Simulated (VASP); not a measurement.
Wanted: the native input for a VASP 6.6.1 run.

| Item | Value |
| --- | --- |
| Task | single point |
| Functional | PBE |
| Potentials or basis | VASP PAW PBE potentials, release 64 (Co, Ti_sv) |
| Cutoff | 520 eV |
| k mesh | 9 × 9 × 9 |
| Occupations | gaussian, width 0.012 eV |
| Spin | collinear spin, ferromagnetic start |
| Starting moments | [2.0, 1.0] μB |
| Dipole correction | no |
| Further INCAR settings | ALGO = Normal; EDIFF = 1e-06; NBANDS = 22 |

The structure of TiCo lies in POSCAR:

```
TiCo
1.0
    2.9861109900      0.0000000000      0.0000000000
    0.0000000000      2.9861109900      0.0000000000
    0.0000000000      0.0000000000      2.9861109900
Co Ti
1 1
Direct
    0.5000000000      0.5000000000      0.5000000000
    0.0000000000      0.0000000000      0.0000000000
```

The input as run:

INCAR

```
PREC = Accurate
ENCUT = 520
EDIFF = 1E-6
ISMEAR = 0
SIGMA = 0.012
LREAL = F
LASPH = T
NELM = 150
ALGO = Normal
ISIF = 2
LWAVE = F
LCHARG = T
ISPIN = 2
MAGMOM = 2 1
LORBIT = 11
LMAXMIX = 4
GGA = PE
LELF = T
LVHAR = T
NBANDS = 22
```

KPOINTS

```
Automatic mesh
0
Gamma
  9 9 9
```

Potentials or basis: VASP PAW PBE potentials, release 64 (Co, Ti_sv).

Command:

```bash
$ cat potpaw_PBE.64/Co/POTCAR potpaw_PBE.64/Ti_sv/POTCAR > POTCAR
$ mpirun -np 1 vasp_std > vasp.out
```

It gave:

```yaml
Pressure: -0.7 GPa
Net_moment: 0.84 μB per cell
Site_moments: Co +0.92; Ti -0.03 μB
Valence_electrons_inside_the_program's_atomic_spheres: Co 8.29; Ti 10.29
```

It took 19 s on 1 thread of Intel(R) Xeon(R) 6975P-C (Granite Rapids) (shared host), peak memory 0.17 GiB.
